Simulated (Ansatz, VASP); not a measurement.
# Two plane-wave programs on Sc2Hg

```
CELL_PARAMETERS angstrom
0.00000 3.38690 3.38690
3.38690 0.00000 3.38690
3.38690 3.38690 0.00000
ATOMIC_POSITIONS crystal
Sc 0.25000 0.25000 0.25000
Sc 0.75000 0.75000 0.75000
Hg 0.00000 0.00000 0.00000
```

Change from the starting cell: species swapped into the Al2Au type (Fm-3m, No. 225).

Alike in both runs: task relaxation of cell and atoms; functional PBE; k mesh 12 × 12 × 12; occupations gaussian, width 0.1 eV; no spin polarisation.

|  | VASP | Ansatz |
| --- | --- | --- |
| version | VASP 6.6.1 | Ansatz 0.2.0 |
| potentials or method | VASP PAW PBE potentials, release 64 (Sc_sv, Hg), cutoff 600 eV | scalar-relativistic, plane waves, PAW |
| valence electrons in the cell | 34 | 42 |

Ansatz gave:

* gap on the k mesh at the Fermi level, each at its own relaxed structure (eV): none
* relaxed volume (Å³/atom): 25.95
* relaxed cell length with the largest relative difference (Å): 4.793

What did VASP give for the same quantities?

gap on the k mesh at the Fermi level, each at its own relaxed structure (eV): none; relaxed volume (Å³/atom): 25.98; relaxed cell length with the largest relative difference (Å): 4.795.

A gap of «none» marks a metal or a gap that the smearing closes. VASP's potentials hold 34 valence electrons a cell and Ansatz's 42, so a difference there can come from the potentials and not from the codes.

Spin-orbit coupling is off throughout.
